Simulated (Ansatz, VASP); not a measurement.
# Two plane-wave programs on W

```
W
1.0
     0.00000    2.00602    2.00602
     2.00602    0.00000    2.00602
     2.00602    2.00602    0.00000
W
1
Direct
  0.00000 0.00000 0.00000
```

Alike in both runs: task relaxation of cell and atoms; functional PBE; k mesh 18 × 18 × 18; occupations fermi-dirac, width 0.05 eV; no spin polarisation.

|  | VASP | Ansatz |
| --- | --- | --- |
| version | VASP 6.6.1 | Ansatz 0.2.0 |
| potentials or method | VASP PAW PBE potentials, release 64 (W_sv) | PAW with Ansatz's default frozen-core files, scalar-relativistic |
| plane-wave cutoff (eV) | 600 | 420 |
| valence electrons in the cell | 14 | 14 |

|  | VASP | Ansatz | Ansatz less VASP |
| --- | --- | --- | --- |
| relaxed volume (Å³/atom) | 16.48 | 16.45 | -0.031 |
| relaxed length of the cell vector where the two differ most in proportion (Å) | 2.857 | 2.855 | -0.0018 |

Neither program's run includes spin-orbit coupling.
